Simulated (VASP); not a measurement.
# P: relaxation of cell and atoms with PBE

Crystal: P.

```xyz
1
Lattice="2.4827 0.0000 0.0000 0.0000 2.4827 0.0000 0.0000 0.0000 2.3843" Properties=species:S:1:pos:R:3 pbc="T T T"
P     0.0000    0.0000    0.0000
```

```yaml
Program: VASP 6.6.1
Task: relaxation of cell and atoms
Functional: PBE
Potentials_or_basis: VASP PAW PBE potentials, release 64 (P)
Cutoff: 600 eV
k_mesh: 22 × 22 × 22
Occupations: gaussian, width 0.1 eV
Spin: no spin polarisation
Dipole_correction: no
Further_INCAR_settings: ALGO = Normal; EDIFF = 1e-06; IBRION = 2; EDIFFG = -0.01; NSW = 100; ISIF = 3
```

The relaxed volume is 14.58 Å³/atom. The relaxed cell is a = 2.443 Å, b = 2.443 Å, c = 2.442 Å, α = 90.00°, β = 90.00°, γ = 90.00°, the space group after relaxing (to 0.05 Å) is Pm-3m (No. 221) and the energy gained by relaxing is 14.8 meV/atom. The ionic steps are 6 and the pressure after relaxing is 0.0 GPa.

Stress tensor (GPa, compression positive):
```
-0.04  0.00  0.00
 0.00 -0.04  0.00
 0.00  0.00  0.07
```

Step by step:
| step | energy change (eV) | largest force (eV/Å) | pressure (GPa) | volume (Å³) |
| --- | --- | --- | --- | --- |
| 1 | 0.0000 | 0.0000 | -0.50 | 14.70 |
| 2 | -0.0139 | 0.0000 | -0.07 | 14.59 |
| 3 | -0.0148 | 0.0000 | -0.27 | 14.61 |
| 4 | -0.0148 | 0.0000 | -0.29 | 14.61 |
| 5 | -0.0148 | 0.0000 | 0.13 | 14.56 |
| 6 | -0.0148 | 0.0000 | 0.00 | 14.58 |

Final structure:
```
P
1.0
     2.44306    0.00000    0.00000
     0.00000    2.44306    0.00000
     0.00000    0.00000    2.44208
P
1
Direct
  0.00000 0.00000 0.00000
```

Levels at points of the mesh, in eV from the Fermi level:
```tsv
k point	band 1	band 2	band 3	band 4	band 5	band 6
(0.00, 0.00, 0.00)	-16.45	5.04	5.04	5.06	6.84	6.85
(0.50, 0.00, 0.00)	-12.14	-8.62	7.86	7.87	9.40	14.39
(0.50, 0.50, 0.00)	-7.46	-5.23	-5.23	1.04	10.48	16.93
(0.00, 0.00, 0.50)	-12.13	-8.62	7.86	7.86	9.40	14.39
(0.50, 0.00, 0.50)	-7.46	-5.23	-5.22	1.04	10.47	16.92
(0.50, 0.50, 0.50)	-2.15	-2.14	-2.14	-1.64	4.72	4.72
```

Run time: 92 s on 1 thread of AMD EPYC 9R45 96-Core Processor (Zen 5) (shared host), peak memory 0.17 GiB.
